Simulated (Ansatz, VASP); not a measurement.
## Se in VASP and in Ansatz

```
CELL_PARAMETERS angstrom
4.36620 0.00000 0.00000
-2.18310 3.78124 0.00000
0.00000 0.00000 4.95360
ATOMIC_POSITIONS crystal
Se 0.22540 0.00000 0.33333
Se 0.00000 0.22540 0.66667
Se 0.77460 0.77460 0.00000
```

Alike in both runs: task relaxation of cell and atoms; functional LDA; k mesh 5 × 5 × 4; occupations fermi-dirac, width 0.05 eV; no spin polarisation.

```csv
,VASP,Ansatz
version,VASP 6.6.1,Ansatz 0.2.0
potentials or method,"VASP PAW LDA potentials, release 64 (Se), cutoff 600 eV","plane waves (420 eV) with PAW, scalar-relativistic"
valence electrons in the cell,18,48
```

|  | VASP | Ansatz | Ansatz less VASP |
| --- | --- | --- | --- |
| relaxed volume (Å³/atom) | 23.11 | 23.10 | -0.007 |
| relaxed cell length with the largest relative difference (Å) | 5.125 | 5.121 | -0.0043 |

Ansatz warns that its potentials were made for another functional, while VASP's fit it. LDA's correlation is that of Perdew and Zunger in VASP and of Perdew and Wang (1992) in Ansatz. VASP's potentials hold 18 valence electrons a cell and Ansatz's 48, so a difference there can come from the potentials and not from the codes.

Noted on VASP's run: the volume moved by over 15 % at a fixed basis, so the end points are rough.
